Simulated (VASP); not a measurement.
Write the native input for VASP 6.6.1 that does the following.

| Quantity | Value |
| --- | --- |
| Task | single point |
| Functional | PBE |
| Potentials or basis | VASP PAW PBE potentials, release 64 (Hf_pv, Si, O) |
| Cutoff | 520 eV |
| k mesh | 6 × 6 × 6 |
| Occupations | gaussian, width 0.1 eV |
| Spin | no spin polarisation |
| Dipole correction | no |
| Further INCAR settings | ALGO = Normal; EDIFF = 1e-06; NBANDS = 61 |

The structure of Hf2SiO4 lies in POSCAR:

```
Hf2SiO4
1.0
    0.0000000000      4.3338843798      4.3338843798
    4.3338843798      0.0000000000      4.3338843798
    4.3338843798      4.3338843798      0.0000000000
Hf Si O
4 2 8
Direct
    0.1250000000      0.6250000000      0.6250000000
    0.6250000000      0.1250000000      0.6250000000
    0.6250000000      0.6250000000      0.1250000000
    0.6250000000      0.6250000000      0.6250000000
    0.2500000000      0.2500000000      0.2500000000
    0.0000000000      0.0000000000      0.0000000000
    0.3595886080      0.3595886080      0.9212341760
    0.3595886080      0.9212341760      0.3595886080
    0.9212341760      0.3595886080      0.3595886080
    0.3595886080      0.3595886080      0.3595886080
    0.3287658240      0.8904113920      0.8904113920
    0.8904113920      0.3287658240      0.8904113920
    0.8904113920      0.8904113920      0.3287658240
    0.8904113920      0.8904113920      0.8904113920
```

One way to write it, as run:

INCAR

```
PREC     = Accurate       # precision mode
ENCUT    = 520            # plane-wave cutoff, eV
EDIFF    = 1E-6           # SCF threshold, eV
ISMEAR   = 0              # smearing method
SIGMA    = 0.1            # smearing width, eV
LREAL    = False          # projectors in reciprocal space
LASPH    = True           # aspherical terms in the spheres
NELM     = 80             # most SCF steps
ALGO     = Normal         # electronic algorithm
ISIF     = 2              # what is computed and relaxed
LWAVE    = False          # write WAVECAR
LCHARG   = False          # write CHGCAR
GGA      = PE             # functional
NBANDS   = 61             # bands
```

KPOINTS

```
regular mesh
0
Gamma
  6 6 6
```

Potentials or basis: VASP PAW PBE potentials, release 64 (Hf_pv, Si, O).

Command:

```sh
$ cat potpaw_PBE.64/Hf_pv/POTCAR potpaw_PBE.64/Si/POTCAR potpaw_PBE.64/O/POTCAR > POTCAR
$ mpirun -np 1 vasp_std > vasp.out
```

It gave:

- Pressure: -1.5 GPa
- Largest force: 0.184 eV/Å
- Band gap on the k mesh: zero (band 48 reaches 8.11 eV, above the bottom of band 49 at 7.93 eV)

Caveat: spin-orbit coupling is left out, which moves the levels of the heavy elements.

It took 2.1 min on 1 thread of Intel(R) Xeon(R) 6975P-C (Granite Rapids), on a shared host, peak memory 0.38 GiB.
